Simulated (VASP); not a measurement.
# GaAs (F-43m) in VASP: further runs

GaAs is run at these levels: PBE-based screened hybrid with 25 % exact exchange, r2SCAN-based global hybrid with 15 % exact exchange; tasks: single point.

Everything below comes from runs of VASP 6.6.1. Logs are shortened: lines on timing, memory, paths and dates and some standing lists are left out, and cuts for length are marked.

**1. The cell of the first run**

Symmetry: F-43m, No. 216, cubic system. Conventional cell: a = 5.654 Å, b = 5.654 Å, c = 5.654 Å, α = 90.00°, β = 90.00°, γ = 90.00°. Ga (site symmetry -43m) has 4 As at 2.45 Å within 3.2 Å. As (site symmetry -43m) has 4 Ga at 2.45 Å within 3.2 Å.

**2. Single point, PBE-based screened hybrid with 25 % exact exchange**

Input file POSCAR:

```
GaAs
1.0
    0.0000000000      2.8268505379      2.8268505379
    2.8268505379      0.0000000000      2.8268505379
    2.8268505379      2.8268505379      0.0000000000
Ga As
1 1
Direct
    0.0000000000      0.0000000000      0.0000000000
    0.7500000000      0.7500000000      0.7500000000
```

Input file INCAR.step1:

```
ALGO     = Normal         # electronic algorithm
EDIFF    = 1E-5           # SCF threshold, eV
ENCUT    = 520            # plane-wave cutoff, eV
GGA      = PE             # functional
ISIF     = 2              # what is computed and relaxed
ISMEAR   = 0              # smearing method
LASPH    = True           # aspherical terms in the spheres
LCHARG   = False          # write CHGCAR
LREAL    = False          # projectors in reciprocal space
LWAVE    = True           # write WAVECAR
NBANDS   = 16             # bands
NELM     = 80             # most SCF steps
PREC     = Accurate       # precision mode
SIGMA    = 0.05           # smearing width, eV
```

Input file INCAR.step2:

```
AEXX     = 0.25           # exact-exchange fraction
ALGO     = Normal         # electronic algorithm
EDIFF    = 1E-6           # SCF threshold, eV
ENCUT    = 520            # plane-wave cutoff, eV
GGA      = PE             # functional
HFSCREEN = 0.15           # screening, 1/A
ISIF     = 2              # what is computed and relaxed
ISMEAR   = 0              # smearing method
ISTART   = 1            
LASPH    = True           # aspherical terms in the spheres
LCHARG   = False          # write CHGCAR
LHFCALC  = True           # exact exchange
LREAL    = False          # projectors in reciprocal space
LWAVE    = False          # write WAVECAR
NBANDS   = 16             # bands
NELM     = 80             # most SCF steps
PREC     = Accurate       # precision mode
PRECFOCK = Normal       
SIGMA    = 0.05           # smearing width, eV
```

Input file KPOINTS:

```
k-points
0
Gamma
  4 4 4
```

Potentials or basis: VASP PAW PBE potentials, release 64 (Ga_d, As).

On the command line:

```
cat potpaw_PBE.64/Ga_d/POTCAR potpaw_PBE.64/As/POTCAR > POTCAR
cp INCAR.step1 INCAR
mpirun -np 1 vasp_std > vasp.out
cp INCAR.step2 INCAR
mpirun -np 1 vasp_std > vasp.out
```

OUTCAR:

```text
AEXX = 0.25
   EDIFF = 1E-6
   ENCUT = 520
   GGA = PE
   HFSCREEN = 0.15
   ISIF = 2
   ISMEAR = 0
   ISTART = 1
   LASPH = True
   LHFCALC = True
   LREAL = False
   NELM = 80
   PREC = Accurate
   PRECFOCK = Normal

 ion  position               nearest neighbor table
   1  0.000  0.000  0.000-   2 2.45   2 2.45   2 2.45   2 2.45
   2  0.750  0.750  0.750-   1 2.45   1 2.45   1 2.45   1 2.45

  LATTYP: Found a face centered cubic cell.
 ALAT       =     5.6537010758

  Lattice vectors:

 A1 = (   0.0000000000,   2.8268505379,   2.8268505379)
 A2 = (   2.8268505379,   0.0000000000,   2.8268505379)
 A3 = (   2.8268505379,   2.8268505379,   0.0000000000)

Analysis of symmetry for initial positions (statically):
=====================================================================
 Subroutine PRICEL returns:
 Original cell was already a primitive cell.

 Routine SETGRP: Setting up the symmetry group for a
 face centered cubic supercell.

 Subroutine GETGRP returns: Found 24 space group operations
 (whereof 24 operations were pure point group operations)
 out of a pool of 48 trial point group operations.

The static configuration has the point symmetry T_d .

Analysis of symmetry for dynamics (positions and initial velocities):
=====================================================================
 Subroutine PRICEL returns:
 Original cell was already a primitive cell.

 Routine SETGRP: Setting up the symmetry group for a
 face centered cubic supercell.

 Subroutine GETGRP returns: Found 24 space group operations
 (whereof 24 operations were pure point group operations)
 out of a pool of 48 trial point group operations.

The dynamic configuration has the point symmetry T_d .

 Subroutine INISYM returns: Found 24 space group operations
 (whereof 24 operations are pure point group operations),
 and found     1 'primitive' translations

----------------------------------------------------------------------------------------

                                     Primitive cell

  volume of cell :      45.1792

  direct lattice vectors                    reciprocal lattice vectors
     0.000000000  2.826850538  2.826850538    -0.176875287  0.176875287  0.176875287
     2.826850538  0.000000000  2.826850538     0.176875287 -0.176875287  0.176875287
     2.826850538  2.826850538  0.000000000     0.176875287  0.176875287 -0.176875287

  length of vectors
     3.997770369  3.997770369  3.997770369     0.306356984  0.306356984  0.306356984

  position of ions in fractional coordinates (direct lattice)
     0.000000000  0.000000000  0.000000000
     0.750000000  0.750000000  0.750000000

  ion indices of the primitive-cell ions
   primitive index   ion index
                 1           1
                 2           2

----------------------------------------------------------------------------------------

 KPOINTS: k-points

Automatic generation of k-mesh.
 Grid dimensions read from file:
 generate k-points for:    4    4    4

 Generating k-lattice:

  Cartesian coordinates                     Fractional coordinates (reciprocal lattice)
    -0.044218822  0.044218822  0.044218822     0.250000000  0.000000000  0.000000000
     0.044218822 -0.044218822  0.044218822     0.000000000  0.250000000  0.000000000
     0.044218822  0.044218822 -0.044218822     0.000000000  0.000000000  0.250000000

  Length of vectors
     0.076589246  0.076589246  0.076589246

  Shift w.r.t. Gamma in fractional coordinates (k-lattice)
     0.000000000  0.000000000  0.000000000

 Subroutine IBZKPT returns following result:
 ===========================================

 Found      8 irreducible k-points:

 Following reciprocal coordinates:
            Coordinates               Weight
  0.000000  0.000000  0.000000      1.000000
  0.250000  0.000000  0.000000      8.000000
  0.500000  0.000000  0.000000      4.000000
  0.250000  0.250000  0.000000      6.000000
  0.500000  0.250000  0.000000     24.000000
 -0.250000  0.250000  0.000000     12.000000
  0.500000  0.500000  0.000000      3.000000
 -0.250000  0.500000  0.250000      6.000000
   k-points           NKPTS =      8   k-points in BZ     NKDIM =     64   number of bands    NBANDS=     16
   number of dos      NEDOS =    301   number of ions     NIONS =      2
   total plane-waves  NPLWV =  27000
   dimension x,y,z NGX =    30 NGY =   30 NGZ =   30
   dimension x,y,z NGXF=    60 NGYF=   60 NGZF=   60
   ions per type =               1   1
   NGX,Y,Z   is equivalent  to a cutoff of  12.48, 12.48, 12.48 a.u.
   NGXF,Y,Z  is equivalent  to a cutoff of  24.95, 24.95, 24.95 a.u.
 SYSTEM =  unknown system
   PREC   = accura    normal or accurate (medium, high low for compatibility)
   ISTART =      1    job   : 0-new  1-cont  2-samecut
   ICHARG =      0    charge: 1-file 2-atom 10-const
   ISPIN  =      1    spin polarized calculation?
   LNONCOLLINEAR =      F non collinear calculations
   LSORBIT =      F    spin-orbit coupling
   LASPH  =      T    aspherical Exc in radial PAW
   ENCUT  =  520.0 eV  38.22 Ry    6.18 a.u.   7.43  7.43  7.43*2*pi/ulx,y,z
   NELM   =     80;   NELMIN=  2; NELMDL=  0     # of ELM steps
   EDIFF  = 0.1E-05   stopping-criterion for ELM
   LREAL  =      F    real-space projection
   EDIFFG = 0.1E-04   stopping-criterion for IOM
   NSW    =      0    number of steps for IOM
   IBRION =     -1    ionic relax: 0-MD 1-quasi-New 2-CG
   NFREE  =      0    steps in history (QN), initial steepest desc. (CG)
   ISIF   =      2    stress and relaxation
   ISYM   =      3    0-nonsym 1-usesym 2-fastsym
   POTIM  = 0.5000    time-step for ionic-motion
   TEBEG  =    0.0;   TEEND  =   0.0 temperature during run
   PSTRESS=    0.0 pullay stress
   NELECT =      18.0000    total number of electrons
   NUPDOWN=      -1.0000    fix difference up-down
   EMIN   =  10.00;   EMAX   =-10.00  energy-range for DOS
   EFERMI =   0.00;   METHOD = LEGACY
   ISMEAR =     0;   SIGMA  =   0.05  broadening in eV -4-tet -1-fermi 0-gaus
   EFERMI_NEDOS =   21; number of points for ismear=-14 and -15
   IALGO  =     38    algorithm
   IMIX   =      1    mixing-type and parameters
     AMIX     =   0.40;   BMIX     =  1.00
     AMIX_MAG =   1.60;   BMIX_MAG =  1.00
  volume/ion in A,a.u.               =      22.59       152.44
  Fermi-wavevector in a.u.,A,eV,Ry     =   1.204628  2.276416 19.743791  1.451128
  Thomas-Fermi vector in A             =   2.340347
   LORBIT       =      0    0 simple, 1 ext, 2 COOP (PROOUT), +10 PAW based schemes
   GGA     = PE    functional components
   LHFCALC =     T    Hartree Fock is set to
   PRECFOCK=normal    Normal, Fast or Accurate (Low or Medium for compatibility)
   ENCUT4O =  -1.0   cutoff for four orbital integrals eV
   NKREDX  =     1    reduce k-point grid by
   NKREDY  =     1    reduce k-point grid by
   NKREDZ  =     1    reduce k-point grid by
   AEXX    =    0.2500 exact exchange contribution
   HFSCREEN=    0.1500 screening length (either q_TF or 0.3 A-1)
   HFSCREENC=   0.1500 screening length for correlation (either q_TF or 0.3 A-1)
   ENCUTFOCK=  -1.0 apply spherical cutoff to Coloumb kernel
   IVDW    =     0    specifies the selected vdW correction
   LEPSILON=     F    determine dielectric tensor
   LRPA    =     F    only Hartree local field effects (RPA)
 non-spin polarized calculation
 Gauss-broadening in eV      SIGMA  =   0.05
  energy-cutoff  :      520.00
  volume of cell :       45.18
 maximum number of plane-waves:      1243
 NGX is ok and might be reduce to    30
  NGX = 24; NGY = 24; NGZ = 24

 number of electron      17.9999995 magnetization

 Free energy of the ion-electron system (eV)
  ---------------------------------------------------
  ext. energy  EPLUGINS =         0.00000000
  ---------------------------------------------------
  free energy    TOTEN  =        -9.94079519 eV

  energy without entropy =       -9.94079519  energy(sigma->0) =       -9.94079519

 E-fermi :   3.6929     XC(G=0):  -7.8520

 val. band max:        3.4374780920   @ k =   0.0000   0.0000   0.0000
 cond. band min:       5.0603567546   @ k =   0.0000   0.0000   0.0000
 fundamental gap:      1.6228786626
 Fermi energy:         3.6928905620

 k-point     1 :       0.0000    0.0000    0.0000
  band No.  band energies     occupation
      1     -13.9888      2.00000
      2     -13.9888      2.00000
      3     -13.9888      2.00000
      4     -13.9078      2.00000
      5     -13.9078      2.00000
      6     -10.5403      2.00000
[... 8 lines left out ...]
     15      14.7058      0.00000
     16      14.7058      0.00000

 k-point     2 :       0.2500    0.0000    0.0000
  band No.  band energies     occupation
      1     -14.0155      2.00000
      2     -13.9785      2.00000
      3     -13.9785      2.00000
      4     -13.9078      2.00000
      5     -13.9078      2.00000
      6      -9.7924      2.00000
[... 8 lines left out ...]
     15      13.5589      0.00000
     16      13.5589      0.00000

 k-point     3 :       0.5000    0.0000    0.0000
  band No.  band energies     occupation
      1     -14.0408      2.00000
      2     -13.9706      2.00000
      3     -13.9706      2.00000
      4     -13.9054      2.00000
      5     -13.9054      2.00000
      6      -8.6157      2.00000
[... 8 lines left out ...]
     15      16.6597      0.00000
     16      16.6597      0.00000

 k-point     4 :       0.2500    0.2500    0.0000
  band No.  band energies     occupation
      1     -14.0332      2.00000
      2     -13.9672      2.00000
      3     -13.9672      2.00000
      4     -13.9176      2.00000
      5     -13.9025      2.00000
      6      -9.5334      2.00000
[... 8 lines left out ...]
     15      15.7671      0.00000
     16      16.2033      0.00000

 k-point     5 :       0.5000    0.2500    0.0000
  band No.  band energies     occupation
      1     -14.0524      2.00000
      2     -13.9608      2.00000
      3     -13.9568      2.00000
      4     -13.9177      2.00000
      5     -13.9022      2.00000
      6      -8.2934      2.00000
[... 8 lines left out ...]
     15      16.7826      0.00000
     16      17.4079      0.00000

 k-point     6 :      -0.2500    0.2500    0.0000
  band No.  band energies     occupation
      1     -14.0397      2.00000
      2     -13.9671      2.00000
      3     -13.9662      2.00000
      4     -13.9097      2.00000
      5     -13.9081      2.00000
      6      -8.7523      2.00000
[... 8 lines left out ...]
     15      15.1437      0.00000
     16      17.5068      0.00000

 k-point     7 :       0.5000    0.5000    0.0000
  band No.  band energies     occupation
      1     -14.0707      2.00000
      2     -13.9448      2.00000
      3     -13.9448      2.00000
      4     -13.9297      2.00000
      5     -13.8970      2.00000
      6      -7.7889      2.00000
[... 8 lines left out ...]
     15      18.0762      0.00000
     16      18.0783      0.00000

 k-point     8 :      -0.2500    0.5000    0.2500
  band No.  band energies     occupation
      1     -14.0579      2.00000
      2     -13.9610      2.00000
      3     -13.9476      2.00000
      4     -13.9184      2.00000
      5     -13.9045      2.00000
      6      -7.7293      2.00000
[... 8 lines left out ...]
     15      17.0812      0.00000
     16      18.1218      0.00000

------------------------ aborting loop because EDIFF is reached ----------------------------------------

  FORCE on cell =-STRESS in cart. coord.  units (eV):
  Direction    XX          YY          ZZ          XY          YZ          ZX
  --------------------------------------------------------------------------------------
  -------------------------------------------------------------------------------------
  Total        0.3101660      0.3101660      0.3101660     -0.0000000     -0.0000000      0.0000000
  in kB       10.9993307     10.9993307     10.9993307     -0.0000000     -0.0000000      0.0000000
  external PRESSURE =      10.9993307 kB  Pullay stress =       0.0000000 kB

 VOLUME and BASIS-vectors are now :
 -----------------------------------------------------------------------------
  energy-cutoff  :      520.00
  volume of cell :       45.18
      direct lattice vectors                 reciprocal lattice vectors
     0.000000000  2.826850538  2.826850538    -0.176875287  0.176875287  0.176875287
     2.826850538  0.000000000  2.826850538     0.176875287 -0.176875287  0.176875287
     2.826850538  2.826850538  0.000000000     0.176875287  0.176875287 -0.176875287

 POSITION                                       TOTAL-FORCE (eV/Angst)
 -----------------------------------------------------------------------------------
      0.00000      0.00000      0.00000         0.000000      0.000000      0.000000
      4.24028      4.24028      4.24028        -0.000000     -0.000000     -0.000000
 -----------------------------------------------------------------------------------
    total drift:                                0.000062      0.000075      0.000053

  FREE ENERGIE OF THE ION-ELECTRON SYSTEM (eV)
  ---------------------------------------------------
  free  energy   TOTEN  =        -9.9407951918 eV

  energy  without entropy=       -9.9407951918  energy(sigma->0) =       -9.94079519
```

It took 12 min on 1 thread of Intel Xeon 8259CL, shared host; peak memory 0.28 GiB.

What came out:

| Property | Result |
| --- | --- |
| Free energy | -9.9408 eV |
| Pressure | 1.1 GPa |
| Band gap on the k mesh | 1.62 eV |

Caveat: the k points lie up to 0.48 Å⁻¹ apart; the PAW data sets were made with another functional, which shifts forces and pressure a little.

**3. Single point, r2SCAN-based global hybrid with 15 % exact exchange**

POSCAR is that of step 2.

Input file INCAR.step1:

```
PREC = Accurate
ENCUT = 520
EDIFF = 1E-5
ISMEAR = 0
SIGMA = 0.05
LREAL = False
LASPH = True
NELM = 60
ALGO = Normal
ISIF = 2
LWAVE = True
LCHARG = False
GGA = PE
NBANDS = 16
```

Input file INCAR.step2:

```
PREC = Accurate
ENCUT = 520
EDIFF = 1E-6
ISMEAR = 0
SIGMA = 0.05
LREAL = False
LASPH = True
NELM = 60
ALGO = Normal
ISIF = 2
LWAVE = False
LCHARG = False
METAGGA = R2SCAN
LHFCALC = True
AEXX = 0.15
LMIXTAU = True
PRECFOCK = Normal
ISTART = 1
NBANDS = 16
```

Input file KPOINTS:

```
Automatic mesh
0
Gamma
  4 4 4
```

Potentials or basis: VASP PAW PBE potentials, release 64 (Ga_d, As).

On the command line:

```
cat potpaw_PBE.64/Ga_d/POTCAR potpaw_PBE.64/As/POTCAR > POTCAR
cp INCAR.step1 INCAR
mpirun -np 1 vasp_std > vasp.out
cp INCAR.step2 INCAR
mpirun -np 1 vasp_std > vasp.out
```

Wall time 13 min (1 thread of Intel Xeon 8259CL, shared host); peak memory 0.19 GiB.

The run converged. Its results:

```yaml
Free_energy: -25.7604 eV
Pressure: 0.0 GPa
Band_gap_on_the_k_mesh: 1.84 eV
```

Levels at points of the mesh, in eV from the valence-band top:
| k point | band 7 | band 8 | band 9 | band 10 | band 11 | band 12 |
| --- | --- | --- | --- | --- | --- | --- |
| (0.00, 0.00, 0.00) | 0.00 | 0.00 | 0.00 | 1.84 | 4.88 | 4.88 |
| (0.50, 0.00, 0.00) | -7.16 | -1.24 | -1.24 | 2.16 | 5.83 | 5.83 |
| (0.50, 0.50, 0.00) | -7.34 | -2.91 | -2.91 | 2.47 | 2.71 | 11.96 |

Caveat: the k points lie up to 0.48 Å⁻¹ apart; the PAW data sets were made with another functional, which shifts forces and pressure a little. A k mesh can miss the band edges.
